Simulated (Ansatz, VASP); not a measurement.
**Al3BiO in VASP and in Ansatz**

```xyz
5
Lattice="4.5058 0.0000 0.0000 0.0000 4.5058 0.0000 0.0000 0.0000 4.5058" Properties=species:S:1:pos:R:3 pbc="T T T"
Al    2.2529    0.0000    0.0000
Al    0.0000    2.2529    0.0000
Al    0.0000    0.0000    2.2529
Bi    2.2529    2.2529    2.2529
O     0.0000    0.0000    0.0000
```

Alike in both runs: functional PBE; k mesh 8 × 8 × 8; occupations gaussian, width 0.1 eV; no spin polarisation.

Ansatz relaxed the structure, and its values are those at the end. VASP's run is a single point on that final structure, the one shown.

|  | VASP | Ansatz |
| --- | --- | --- |
| version | VASP 6.6.1 | Ansatz 0.2.0 |
| potentials or method | VASP PAW PBE potentials, release 64 (Al, Bi_d, O), cutoff 520 eV | scalar-relativistic, plane waves, PAW |
| valence electrons in the cell | 30 | 30 |

```csv
,VASP,Ansatz,Ansatz less VASP
gap on the k mesh at the Fermi level (eV),none,none,-
pressure (GPa),0.0,0.0,+0.05
```

A gap of «none» marks a metal or a gap that the smearing closes. With one functional, cell and mesh, what is left measures potentials, basis and numerics.

Spin-orbit coupling is off throughout.
